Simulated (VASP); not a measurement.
# Nb (Fm-3m) in VASP: a series of runs

Nb is run at these levels: PBE; tasks: single point.

All numbers are computed with VASP 6.6.1; they aren't measurements. Logs are shortened: lines on timing, memory, paths and dates and some standing lists are left out, and cuts for length are marked.

## (1) The cell of the first run

It takes space group Fm-3m (No. 225, cubic). Conventional cell: a = 4.221 Å, b = 4.221 Å, c = 4.221 Å, α = 90.00°, β = 90.00°, γ = 90.00°. Within 3.9 Å of Nb (site symmetry m-3m) lie 12 Nb at 2.98 Å.

## (2) Single point, PBE

The input, INCAR:

```
SYSTEM = Nb
PREC     = Accurate       ! precision mode
ENCUT    = 520            ! plane-wave cutoff, eV
EDIFF    = 1E-6           ! SCF threshold, eV
ISMEAR   = -1             ! smearing method
SIGMA    = 0.1            ! smearing width, eV
LREAL    = .False.        ! projectors in reciprocal space
LASPH    = .True.         ! aspherical terms in the spheres
NELM     = 100            ! most SCF steps
ALGO     = Normal         ! electronic algorithm
ISIF     = 2              ! what is computed and relaxed
LWAVE    = .False.        ! write WAVECAR
LCHARG   = .True.         ! write CHGCAR
GGA      = PE             ! functional
LELF     = .True.         ! ELF
LVHAR    = .True.       
NBANDS   = 12             ! bands
```

The input, KPOINTS:

```
regular mesh
0
Gamma
  13 13 13
  0 0 0
```

The input, POSCAR:

```
Nb
1.0
    0.0000000000      2.1103341506      2.1103341506
    2.1103341506      0.0000000000      2.1103341506
    2.1103341506      2.1103341506      0.0000000000
Nb
1
Direct
    0.0000000000      0.0000000000      0.0000000000
```

Potentials or basis: VASP PAW PBE potentials, release 64 (Nb_sv).

Started as:

```bash
$ cat potpaw_PBE.64/Nb_sv/POTCAR > POTCAR
$ mpirun -np 1 vasp_std > vasp.out
```

OUTCAR:

```text
SYSTEM = Nb
   PREC = Accurate
   ENCUT = 520
   EDIFF = 1E-6
   ISMEAR = -1
   LREAL = .False.
   LASPH = .True.
   NELM = 100
   ISIF = 2
   GGA = PE

 ion  position               nearest neighbor table
   1  0.000  0.000  0.000-

  LATTYP: Found a face centered cubic cell.
 ALAT       =     4.2206683012

  Lattice vectors:

 A1 = (   0.0000000000,   2.1103341506,   2.1103341506)
 A2 = (   2.1103341506,   0.0000000000,   2.1103341506)
 A3 = (   2.1103341506,   2.1103341506,   0.0000000000)

Analysis of symmetry for initial positions (statically):
=====================================================================
 Subroutine PRICEL returns:
 Original cell was already a primitive cell.

 Routine SETGRP: Setting up the symmetry group for a
 face centered cubic supercell.

 Subroutine GETGRP returns: Found 48 space group operations
 (whereof 48 operations were pure point group operations)
 out of a pool of 48 trial point group operations.

The static configuration has the point symmetry O_h .

Analysis of symmetry for dynamics (positions and initial velocities):
=====================================================================
 Subroutine PRICEL returns:
 Original cell was already a primitive cell.

 Routine SETGRP: Setting up the symmetry group for a
 face centered cubic supercell.

 Subroutine GETGRP returns: Found 48 space group operations
 (whereof 48 operations were pure point group operations)
 out of a pool of 48 trial point group operations.

The dynamic configuration has the point symmetry O_h .

 Subroutine INISYM returns: Found 48 space group operations
 (whereof 48 operations are pure point group operations),
 and found     1 'primitive' translations

----------------------------------------------------------------------------------------

                                     Primitive cell

  volume of cell :      18.7968

  direct lattice vectors                    reciprocal lattice vectors
     0.000000000  2.110334151  2.110334151    -0.236929303  0.236929303  0.236929303
     2.110334151  0.000000000  2.110334151     0.236929303 -0.236929303  0.236929303
     2.110334151  2.110334151  0.000000000     0.236929303  0.236929303 -0.236929303

  length of vectors
     2.984463177  2.984463177  2.984463177     0.410373591  0.410373591  0.410373591

  position of ions in fractional coordinates (direct lattice)
     0.000000000  0.000000000  0.000000000

  ion indices of the primitive-cell ions
   primitive index   ion index
[... 75 lines left out ...]
   EDIFFG = 0.1E-04   stopping-criterion for IOM
   NSW    =      0    number of steps for IOM
   IBRION =     -1    ionic relax: 0-MD 1-quasi-New 2-CG
   NFREE  =      0    steps in history (QN), initial steepest desc. (CG)
   ISIF   =      2    stress and relaxation
   ISYM   =      2    0-nonsym 1-usesym 2-fastsym
   POTIM  = 0.5000    time-step for ionic-motion
   TEBEG  =    0.0;   TEEND  =   0.0 temperature during run
   PSTRESS=    0.0 pullay stress
   NELECT =      13.0000    total number of electrons
   NUPDOWN=      -1.0000    fix difference up-down
   EMIN   =  10.00;   EMAX   =-10.00  energy-range for DOS
   EFERMI =   0.00;   METHOD = LEGACY
   ISMEAR =    -1;   SIGMA  =   0.10  broadening in eV -4-tet -1-fermi 0-gaus
   EFERMI_NEDOS =   21; number of points for ismear=-14 and -15
   IALGO  =     38    algorithm
   IMIX   =      4    mixing-type and parameters
     AMIX     =   0.40;   BMIX     =  1.00
     AMIX_MAG =   1.60;   BMIX_MAG =  1.00
  volume/ion in A,a.u.               =      18.80       126.85
  Fermi-wavevector in a.u.,A,eV,Ry     =   1.447754  2.735858 28.517691  2.095991
  Thomas-Fermi vector in A             =   2.565673
   LORBIT       =      0    0 simple, 1 ext, 2 COOP (PROOUT), +10 PAW based schemes
   GGA     = PE    functional components
   LHFCALC =     F    Hartree Fock is set to
   AEXX    =    0.0000 exact exchange contribution
   IVDW    =     0    specifies the selected vdW correction
   LEPSILON=     F    determine dielectric tensor
   LRPA    =     F    only Hartree local field effects (RPA)
 non-spin polarized calculation
  energy-cutoff  :      520.00
  volume of cell :       18.80
 maximum number of plane-waves:       532
 NGX is ok and might be reduce to    24
   NGX = 11   NGY = 11   NGZ = 11

 number of electron      13.0000001 magnetization

 Free energy of the ion-electron system (eV)
  ---------------------------------------------------
  ext. energy  EPLUGINS =         0.00000000
  ---------------------------------------------------
  free energy    TOTEN  =        -9.91837849 eV

  energy without entropy =       -9.86753692  energy(sigma->0) =       -9.89295770

 E-fermi :  10.9356     XC(G=0): -12.2843

 val. band max:       10.9341257055   @ k =   0.3846   0.2308   0.0000
 cond. band min:      10.9441549500   @ k =  -0.3846   0.2308   0.0769
 fundamental gap:      0.0100292445
 Fermi energy:        10.9355561553

 k-point     1 :       0.0000    0.0000    0.0000
  band No.  band energies     occupation
      1     -43.8516      2.00000
      2     -19.2419      2.00000
      3     -19.2419      2.00000
      4     -19.2419      2.00000
      5       4.7218      2.00000
      6      11.0490      0.48676
      7      11.0490      0.48675
      8      11.0490      0.48675
      9      13.6369      0.00000
     10      13.6369      0.00000
     11      22.7621      0.00000
     12      27.5330      0.00000
[... 331 lines left out ...]
 k-point    24 :       0.4615    0.1538    0.0000
  band No.  band energies     occupation
      1     -43.6551      2.00000
      2     -20.2752      2.00000
      3     -19.5282      2.00000
      4     -19.4571      2.00000
      5       7.7454      2.00000
      6       9.9336      1.99991
      7      10.9181      1.08716
      8      11.6879      0.00108
      9      15.6664      0.00000
     10      16.0839      0.00000
     11      21.6692      0.00000
     12      24.4525      0.00000

 [... further k-points ...]
[... 5 lines left out ...]
  --------------------------------------------------------------------------------------
  -------------------------------------------------------------------------------------
  Total       -0.0368124     -0.0368124     -0.0368124      0.0000000     -0.0000000      0.0000000
  in kB       -3.1377732     -3.1377732     -3.1377732      0.0000000     -0.0000000      0.0000000
  external PRESSURE =      -3.1377732 kB  Pullay stress =       0.0000000 kB

 VOLUME and BASIS-vectors are now :
 -----------------------------------------------------------------------------
  energy-cutoff  :      520.00
  volume of cell :       18.80
      direct lattice vectors                 reciprocal lattice vectors
     0.000000000  2.110334151  2.110334151    -0.236929303  0.236929303  0.236929303
     2.110334151  0.000000000  2.110334151     0.236929303 -0.236929303  0.236929303
     2.110334151  2.110334151  0.000000000     0.236929303  0.236929303 -0.236929303

 POSITION                                       TOTAL-FORCE (eV/Angst)
 -----------------------------------------------------------------------------------
      0.00000      0.00000      0.00000         0.000000      0.000000      0.000000
 -----------------------------------------------------------------------------------
    total drift:                                0.000000      0.000000     -0.000000

  FREE ENERGIE OF THE ION-ELECTRON SYSTEM (eV)
  ---------------------------------------------------
  free  energy   TOTEN  =        -9.9183784864 eV

  energy  without entropy=       -9.8675369230  energy(sigma->0) =       -9.89295770
```

OSZICAR:

```text
N       E                     dE             d eps       ncg     rms          rms(c)
DAV:   1     0.114891847024E+03    0.11489E+03   -0.73426E+03  2024   0.107E+03
DAV:   2    -0.559752081927E+01   -0.12049E+03   -0.11607E+03  2184   0.388E+02
DAV:   3    -0.101109431330E+02   -0.45134E+01   -0.43435E+01  2988   0.642E+01
DAV:   4    -0.103751953074E+02   -0.26425E+00   -0.26283E+00  2764   0.146E+01
DAV:   5    -0.103847992739E+02   -0.96040E-02   -0.96013E-02  3016   0.235E+00    0.661E+00
DAV:   6    -0.996453257617E+01    0.42027E+00   -0.66432E-01  3164   0.101E+01    0.234E+00
DAV:   7    -0.991372794468E+01    0.50805E-01   -0.20217E-01  3312   0.556E+00    0.101E+00
DAV:   8    -0.991831497617E+01   -0.45870E-02   -0.13014E-02  2448   0.151E+00    0.412E-02
DAV:   9    -0.991836478709E+01   -0.49811E-04   -0.90536E-04  3416   0.312E-01    0.400E-02
DAV:  10    -0.991838294432E+01   -0.18157E-04   -0.16572E-05  2412   0.564E-02    0.151E-02
DAV:  11    -0.991837857550E+01    0.43688E-05   -0.77376E-06  2592   0.477E-02    0.250E-03
DAV:  12    -0.991837848637E+01    0.89133E-07   -0.41282E-07  1484   0.629E-03
   1 F= -.99183785E+01 E0= -.98929577E+01  d E =-.508416E-01
```

It took 9 s on 1 thread of Intel Xeon Platinum 8488C (Sapphire Rapids), shared host; peak memory 0.14 GiB.

What came out:

| Item | Value |
| --- | --- |
| Free energy | -9.9184 eV |
| Pressure | -0.3 GPa |

## (3) Single point, PBE (volume scaled by 0.88)

The input, INCAR:

```
PREC     = Accurate       # precision mode
ENCUT    = 520            # plane-wave cutoff, eV
EDIFF    = 1E-7           # SCF threshold, eV
ISMEAR   = -1             # smearing method
SIGMA    = 0.1            # smearing width, eV
LREAL    = False          # projectors in reciprocal space
LASPH    = True           # aspherical terms in the spheres
NELM     = 100            # most SCF steps
ALGO     = Normal         # electronic algorithm
ISIF     = 2              # what is computed and relaxed
LWAVE    = False          # write WAVECAR
LCHARG   = False          # write CHGCAR
GGA      = PE             # functional
NBANDS   = 12             # bands
```

The input, KPOINTS:

```
Automatic mesh
0
Gamma
  14 14 14
```

The input, POSCAR:

```
Nb
1.0
    0.0000000000      2.0222993909      2.0222993909
    2.0222993909      0.0000000000      2.0222993909
    2.0222993909      2.0222993909      0.0000000000
Nb
1
Direct
    0.0000000000      0.0000000000      0.0000000000
```

Potentials or basis: VASP PAW PBE potentials, release 64 (Nb_sv).

Started as:

```bash
$ cat potpaw_PBE.64/Nb_sv/POTCAR > POTCAR
$ mpirun -np 1 vasp_std > vasp.out
```

Wall time 12 s (1 thread of Intel Xeon Platinum 8488C (Sapphire Rapids), shared host); peak memory 0.14 GiB.

Results (log left out):

| Quantity | Value |
| --- | --- |
| Free energy | -9.7590 eV |
| Pressure | 25.5 GPa |

Levels at points of the mesh, in eV from the Fermi level:
```tsv
k point	band 2	band 3	band 4	band 5	band 6	band 7	band 8	band 9	band 10	band 11
(0.00, 0.00, 0.00)	-29.79	-29.79	-29.79	-6.50	-0.01	-0.01	-0.01	3.08	3.08	11.92
(0.50, 0.00, 0.00)	-31.55	-30.01	-30.01	-4.34	-0.24	-0.24	1.91	5.43	5.43	11.73
(0.50, 0.50, 0.00)	-31.43	-30.41	-30.41	-4.80	-4.00	4.44	5.42	6.12	6.12	12.32
```

## (4) Single point, PBE (volume scaled by 0.92)

The input, INCAR:

```
SYSTEM = Nb
  PREC = Accurate
  ENCUT = 520
  EDIFF = 1E-6
  ISMEAR = -1
  SIGMA = 0.1
  LREAL = .FALSE.
  LASPH = .TRUE.
  NELM = 100
  ALGO = Normal
  ISIF = 2
  LWAVE = .FALSE.
  LCHARG = .FALSE.
  GGA = PE
  NBANDS = 12
```

The input, KPOINTS:

```
Automatic mesh
0
G
  14 14 14
  0 0 0
```

The input, POSCAR:

```
Nb
1.0
    0.0000000000      2.0524874145      2.0524874145
    2.0524874145      0.0000000000      2.0524874145
    2.0524874145      2.0524874145      0.0000000000
Nb
1
Direct
    0.0000000000      0.0000000000      0.0000000000
```

Started as:

```bash
$ cat potpaw_PBE.64/Nb_sv/POTCAR > POTCAR
$ mpirun -np 1 vasp_std > vasp.out
```

It took 10 s on 1 thread of Intel Xeon Platinum 8488C (Sapphire Rapids), shared host; peak memory 0.15 GiB.

It converged, with:

```
Free energy : -9.8542 eV
Pressure    : 15.1 GPa
```

Levels at points of the mesh, in eV from the Fermi level:
| k point | band 2 | band 3 | band 4 | band 5 | band 6 | band 7 | band 8 | band 9 | band 10 | band 11 |
| --- | --- | --- | --- | --- | --- | --- | --- | --- | --- | --- |
| (0.00, 0.00, 0.00) | -29.93 | -29.93 | -29.93 | -6.42 | 0.04 | 0.04 | 0.04 | 2.94 | 2.94 | 11.89 |
| (0.50, 0.00, 0.00) | -31.47 | -30.13 | -30.13 | -4.16 | -0.18 | -0.18 | 1.69 | 5.15 | 5.15 | 11.63 |
| (0.50, 0.50, 0.00) | -31.36 | -30.47 | -30.47 | -4.53 | -3.75 | 4.11 | 5.14 | 5.79 | 5.79 | 11.93 |

## (5) Summary

```tsv
cell	k mesh	gap on the mesh (eV)	pressure (GPa)
a = 2.984 Å, angles 60.0°, 1 atom	13 × 13 × 13	none	-0.3
a = 2.860 Å, angles 60.0°, 1 atom	14 × 14 × 14	none	25.5
a = 2.903 Å, angles 60.0°, 1 atom	14 × 14 × 14	none	15.1
```

Alike in all rows: task single point; level PBE; potentials or basis VASP PAW PBE potentials, release 64 (Nb_sv); no spin polarisation; cutoff (eV) 520; smearing fermi-dirac 0.1 eV.

Absolute energies hang on the potentials; compare differences alone.
